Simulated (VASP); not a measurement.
# LuIn2Si2 (P1) in VASP: density of states with PBE

Aim: the density of states of LuIn2Si2 with PBE.

All numbers are computed with VASP 6.6.1; they aren't measurements. Logs are shortened: lines on timing, memory, paths and dates and some standing lists are left out, and cuts for length are marked.

### 1 The cell of the first run

The typed cell holds 5 atoms: a = 4.479 Å, b = 4.493 Å, c = 7.082 Å, α = 90.22°, β = 90.83°, γ = 119.69°.

### 2 Density of states, PBE

File POSCAR:

```
LuIn2Si2
1.0
    4.4790113500      0.0081122100     -0.0322803700
   -2.2324799300      3.8986619500     -0.0084197300
   -0.0513313300     -0.0450956900      7.0813880100
In Lu Si
2 1 2
Direct
    0.2496860000      0.5997240000      0.5992590000
    0.6458590000      0.3179950000      0.3956130000
    0.9774260000      0.9681100000      0.9639220000
    0.3036360000      0.7413630000      0.3038360000
    0.5918310000      0.2567140000      0.7473420000
```

File INCAR.step1:

```
  PREC = Accurate
  ENCUT = 520
  EDIFF = 1E-7
  ISMEAR = 0
  SIGMA = 0.0165
  LREAL = False
  LASPH = True
  NELM = 100
  ALGO = Normal
  ISIF = 2
  LWAVE = False
  LCHARG = True
  GGA = PE
  NBANDS = 38
```

File KPOINTS.step1:

```
Automatic mesh
0
Gamma
  5 5 3
  0 0.5 0
```

File INCAR.step2:

```
  PREC = Accurate
  ENCUT = 520
  EDIFF = 1E-7
  ISMEAR = -5
  SIGMA = 0.0165
  LREAL = False
  LASPH = True
  NELM = 100
  ALGO = Normal
  ISIF = 2
  LWAVE = False
  LCHARG = False
  GGA = PE
  LORBIT = 11
  NEDOS = 1001
  ICHARG = 11
```

File KPOINTS.step2:

```
regular mesh
0
Gamma
  8 8 5
```

Potentials or basis: VASP PAW PBE potentials, release 64 (In_d, Lu, Si).

On the command line:

```sh
$ cat potpaw_PBE.64/In_d/POTCAR potpaw_PBE.64/Lu/POTCAR potpaw_PBE.64/Si/POTCAR > POTCAR
$ cp INCAR.step1 INCAR
$ cp KPOINTS.step1 KPOINTS
$ mpirun -np 1 vasp_std > vasp.out
$ cp INCAR.step2 INCAR
$ cp KPOINTS.step2 KPOINTS
$ mpirun -np 1 vasp_std > vasp.out
```

OUTCAR:

```text
PREC = Accurate
   ENCUT = 520
   EDIFF = 1E-7
   ISMEAR = -5
   LREAL = False
   LASPH = True
   NELM = 100
   ISIF = 2
   GGA = PE
   LORBIT = 11
   ICHARG = 11

 ion  position               nearest neighbor table
   1  0.250  0.600  0.599-   4 2.17   2 2.73   5 2.76   5 2.79   5 2.85   2 3.02   2 3.17   3 3.60
                             3 3.60   3 3.80
   2  0.646  0.318  0.396-   4 2.35   5 2.51   4 2.69   1 2.73   1 3.02   4 3.04   1 3.17
   3  0.977  0.968  0.964-   5 2.87   5 3.03   5 3.16   4 3.22   1 3.60   1 3.60   1 3.80
   4  0.304  0.741  0.304-   1 2.17   2 2.35   2 2.69   2 3.04   3 3.22
   5  0.592  0.257  0.747-   2 2.51   1 2.76   1 2.79   1 2.85   3 2.87   3 3.03   3 3.16

  LATTYP: Found a triclinic cell.
 ALAT       =     4.5068219686
 B/A-ratio  =     2.3127079168
 C/A-ratio  =     0.9968479956
 COS(alpha) =     0.0027325133
 COS(beta)  =     0.5045678354
 COS(gamma) =     0.6349619572

  Lattice vectors:

 A1 = (  -2.2465314200,  -3.9067741600,   0.0407001000)
 A2 = (  -6.6742114400,  -3.8697906800,  -7.0084075400)
 A3 = (   2.2324799300,  -3.8986619500,   0.0084197300)

Analysis of symmetry for initial positions (statically):
=====================================================================
 Subroutine PRICEL returns:
 Original cell was already a primitive cell.

 Routine SETGRP: Setting up the symmetry group for a
 triclinic supercell.

 Subroutine GETGRP returns: Found  1 space group operations
 (whereof  1 operations were pure point group operations)
 out of a pool of  2 trial point group operations.

The static configuration has the point symmetry C_1 .

Analysis of symmetry for dynamics (positions and initial velocities):
=====================================================================
 Subroutine PRICEL returns:
 Original cell was already a primitive cell.

 Routine SETGRP: Setting up the symmetry group for a
 triclinic supercell.

 Subroutine GETGRP returns: Found  1 space group operations
 (whereof  1 operations were pure point group operations)
 out of a pool of  2 trial point group operations.

The dynamic configuration has the point symmetry C_1 .

 Subroutine INISYM returns: Found  1 space group operations
 (whereof  1 operations are pure point group operations),
 and found     1 'primitive' translations

----------------------------------------------------------------------------------------

                                     Primitive cell

  volume of cell :     123.7731

  direct lattice vectors                    reciprocal lattice vectors
     4.479011350  0.008112210 -0.032280370     0.223049732  0.127729595  0.002430243
    -2.232479930  3.898661950 -0.008419730    -0.000452360  0.256242742  0.001628526
    -0.051331330 -0.045095690  7.081388010     0.001016230  0.000886924  0.141228268

  length of vectors
     4.479135017  4.492616446  7.081717636     0.257044623  0.256248316  0.141234709

  position of ions in fractional coordinates (direct lattice)
     0.249686000  0.599724000  0.599259000
     0.645859000  0.317995000  0.395613000
     0.977426000  0.968110000  0.963922000
     0.303636000  0.741363000  0.303836000
     0.591831000  0.256714000  0.747342000

  ion indices of the primitive-cell ions
   primitive index   ion index
                 1           1
                 2           2
                 3           3
                 4           4
                 5           5

----------------------------------------------------------------------------------------

 KPOINTS: regular mesh

Automatic generation of k-mesh.
 Grid dimensions read from file:
 generate k-points for:    8    8    5

 Generating k-lattice:

  Cartesian coordinates                     Fractional coordinates (reciprocal lattice)
     0.027881216  0.015966199  0.000303780     0.125000000 -0.000000000  0.000000000
    -0.000056545  0.032030343  0.000203566     0.000000000  0.125000000  0.000000000
     0.000203246  0.000177385  0.028245654    -0.000000000  0.000000000  0.200000000

  Length of vectors
     0.032130578  0.032031039  0.028246942

  Shift w.r.t. Gamma in fractional coordinates (k-lattice)
     0.000000000  0.000000000  0.000000000

 TETIRR: Found    960 inequivalent tetrahedra from     1920

 Subroutine IBZKPT returns following result:
 ===========================================

 Found    162 irreducible k-points:

 Following reciprocal coordinates:
            Coordinates               Weight
  0.000000  0.000000  0.000000      1.000000
  0.125000  0.000000  0.000000      2.000000
  0.250000  0.000000  0.000000      2.000000
  0.375000  0.000000  0.000000      2.000000
  0.500000  0.000000  0.000000      1.000000
  0.000000  0.125000  0.000000      2.000000
[... 16 lines left out ...]
  0.125000  0.375000  0.000000      2.000000
  0.250000  0.375000  0.000000      2.000000
 [... further k-points ...]
   k-points           NKPTS =    162   k-points in BZ     NKDIM =    162   number of bands    NBANDS=     35
   number of dos      NEDOS =   1001   number of ions     NIONS =      5
   total plane-waves  NPLWV =  69984
   dimension x,y,z NGX =    36 NGY =   36 NGZ =   54
   dimension x,y,z NGXF=    72 NGYF=   72 NGZF=  108
   ions per type =               2   1   2
   NGX,Y,Z   is equivalent  to a cutoff of  13.36, 13.32, 12.68 a.u.
   NGXF,Y,Z  is equivalent  to a cutoff of  26.72, 26.64, 25.35 a.u.
 SYSTEM =  unknown system
   PREC   = accura    normal or accurate (medium, high low for compatibility)
   ISTART =      0    job   : 0-new  1-cont  2-samecut
   ICHARG =     11    charge: 1-file 2-atom 10-const
   ISPIN  =      1    spin polarized calculation?
   LNONCOLLINEAR =      F non collinear calculations
   LSORBIT =      F    spin-orbit coupling
   LASPH  =      T    aspherical Exc in radial PAW
   ENCUT  =  520.0 eV  38.22 Ry    6.18 a.u.   8.33  8.35 13.17*2*pi/ulx,y,z
   NELM   =    100;   NELMIN=  2; NELMDL=  0     # of ELM steps
   EDIFF  = 0.1E-06   stopping-criterion for ELM
   LREAL  =      F    real-space projection
   EDIFFG = 0.1E-05   stopping-criterion for IOM
   NSW    =      0    number of steps for IOM
   IBRION =     -1    ionic relax: 0-MD 1-quasi-New 2-CG
   NFREE  =      0    steps in history (QN), initial steepest desc. (CG)
   ISIF   =      2    stress and relaxation
   ISYM   =      2    0-nonsym 1-usesym 2-fastsym
   POTIM  = 0.5000    time-step for ionic-motion
   TEBEG  =    0.0;   TEEND  =   0.0 temperature during run
   PSTRESS=    0.0 pullay stress
   NELECT =      59.0000    total number of electrons
   NUPDOWN=      -1.0000    fix difference up-down
   EMIN   =  10.00;   EMAX   =-10.00  energy-range for DOS
   EFERMI =   0.00;   METHOD = LEGACY
   ISMEAR =    -5;   SIGMA  =   0.02  broadening in eV -4-tet -1-fermi 0-gaus
   EFERMI_NEDOS =   21; number of points for ismear=-14 and -15
   IALGO  =     38    algorithm
   IMIX   =      4    mixing-type and parameters
     AMIX     =   0.40;   BMIX     =  1.00
     AMIX_MAG =   1.60;   BMIX_MAG =  1.00
  volume/ion in A,a.u.               =      24.75       167.05
  Fermi-wavevector in a.u.,A,eV,Ry     =   1.278842  2.416660 22.251454  1.635436
  Thomas-Fermi vector in A             =   2.411361
   LORBIT       =     11    0 simple, 1 ext, 2 COOP (PROOUT), +10 PAW based schemes
   GGA     = PE    functional components
   LHFCALC =     F    Hartree Fock is set to
   AEXX    =    0.0000 exact exchange contribution
   IVDW    =     0    specifies the selected vdW correction
   LEPSILON=     F    determine dielectric tensor
   LRPA    =     F    only Hartree local field effects (RPA)
 non-spin polarized calculation
 Fermi weights with tetrahedron method with Bloechl corrections
  energy-cutoff  :      520.00
  volume of cell :      123.77
 maximum number of plane-waves:      3363
 NGX is ok and might be reduce to    36

 number of electron      58.9999995 magnetization

 Free energy of the ion-electron system (eV)
  ---------------------------------------------------
  ext. energy  EPLUGINS =         0.00000000
  ---------------------------------------------------
  free energy    TOTEN  =       -17.57839020 eV

  energy without entropy =      -17.57839020  energy(sigma->0) =      -17.57839020

 E-fermi :   6.0340     XC(G=0):  -9.9018

 val. band max:        6.0551412175   @ k =  -0.1250   0.1250   0.0000
 cond. band min:       5.9602909592   @ k =   0.3750  -0.3750   0.4000
 fundamental gap:     -0.0948502583
 Fermi energy:         6.0340217310

 k-point     1 :       0.0000    0.0000    0.0000
  band No.  band energies     occupation
      1     -51.5907      2.00000
      2     -22.2260      2.00000
      3     -22.1934      2.00000
      4     -22.1678      2.00000
      5      -9.8152      2.00000
      6      -9.6945      2.00000
[... 27 lines left out ...]
     34       7.6051      0.00000
     35       7.7556      0.00000

 k-point     2 :       0.1250    0.0000    0.0000
  band No.  band energies     occupation
      1     -51.5907      2.00000
      2     -22.2262      2.00000
      3     -22.1965      2.00000
      4     -22.1680      2.00000
      5      -9.8056      2.00000
      6      -9.6815      2.00000
[... 27 lines left out ...]
     34       7.5853      0.00000
     35       8.0549      0.00000

 k-point     3 :       0.2500    0.0000    0.0000
  band No.  band energies     occupation
      1     -51.5906      2.00000
      2     -22.2268      2.00000
      3     -22.2039      2.00000
      4     -22.1683      2.00000
      5      -9.7807      2.00000
      6      -9.6489      2.00000
[... 27 lines left out ...]
     34       8.2403      0.00000
     35       8.7499      0.00000
[... 723 lines left out ...]
 k-point    23 :       0.1250    0.3750    0.0000
  band No.  band energies     occupation
      1     -51.5904      2.00000
      2     -22.2340      2.00000
      3     -22.2040      2.00000
      4     -22.1714      2.00000
      5      -9.7352      2.00000
      6      -9.6451      2.00000
[... 27 lines left out ...]
     34       8.4395      0.00000
     35       8.7556      0.00000

 k-point    24 :       0.2500    0.3750    0.0000
  band No.  band energies     occupation
      1     -51.5904      2.00000
      2     -22.2339      2.00000
      3     -22.2065      2.00000
      4     -22.1720      2.00000
      5      -9.7426      2.00000
      6      -9.6408      2.00000
[... 27 lines left out ...]
     34       8.4876      0.00000
     35       8.8557      0.00000

 [... further k-points ...]
[... 5 lines left out ...]
  --------------------------------------------------------------------------------------
  -------------------------------------------------------------------------------------
  Total        1.0617260      6.5215787     14.2481489      2.5989585     -0.3953374      0.8953942
  in kB       13.7434810     84.4183835    184.4347427     33.6421415     -5.1174339     11.5904041
  external PRESSURE =      94.1988691 kB  Pullay stress =       0.0000000 kB

 VOLUME and BASIS-vectors are now :
 -----------------------------------------------------------------------------
  energy-cutoff  :      520.00
  volume of cell :      123.77
      direct lattice vectors                 reciprocal lattice vectors
     4.479011350  0.008112210 -0.032280370     0.223049732  0.127729595  0.002430243
    -2.232479930  3.898661950 -0.008419730    -0.000452360  0.256242742  0.001628526
    -0.051331330 -0.045095690  7.081388010     0.001016230  0.000886924  0.141228268

 POSITION                                       TOTAL-FORCE (eV/Angst)
 -----------------------------------------------------------------------------------
     -0.25129      2.31312      4.23048         0.955095     -1.234461      7.297725
      2.16258      1.22715      2.77796        -0.867114      2.223701     -2.276371
      2.16714      3.73879      6.78620        -0.132257     -0.259470      0.395348
     -0.31069      2.87909      2.13554        -0.004294     -1.312804     -7.653904
      2.03935      0.97194      5.27095         0.048571      0.583033      2.237202
 -----------------------------------------------------------------------------------
    total drift:                               -0.004051     -0.002300      0.011060

  FREE ENERGIE OF THE ION-ELECTRON SYSTEM (eV)
  ---------------------------------------------------
  free  energy   TOTEN  =       -17.5783901983 eV

  energy  without entropy=      -17.5783901983  energy(sigma->0) =      -17.57839020

 total charge

# of ion       s       p       d       f       tot
--------------------------------------------------
    1        0.936   0.873   9.915   0.000  11.724
    2        0.934   0.839   9.899   0.000  11.671
    3        2.249   6.015   0.669  13.975  22.908
    4        0.796   0.951   0.000   0.000   1.748
    5        0.786   0.881   0.000   0.000   1.667
--------------------------------------------------
tot          5.701   9.560  20.483  13.975  49.719
```

It took 13 min on 1 thread of Intel Xeon Platinum 8488C (Sapphire Rapids), shared host; peak memory 0.77 GiB.

Results:

| Quantity | Value |
| --- | --- |
| Valence electrons inside the program's atomic spheres | In 11.72, 11.67; Lu 22.91; Si 1.75, 1.67 |

Caveat: spin-orbit coupling is left out, which moves the levels of the heavy elements; tetrahedron occupations give inexact forces and stress in metals.
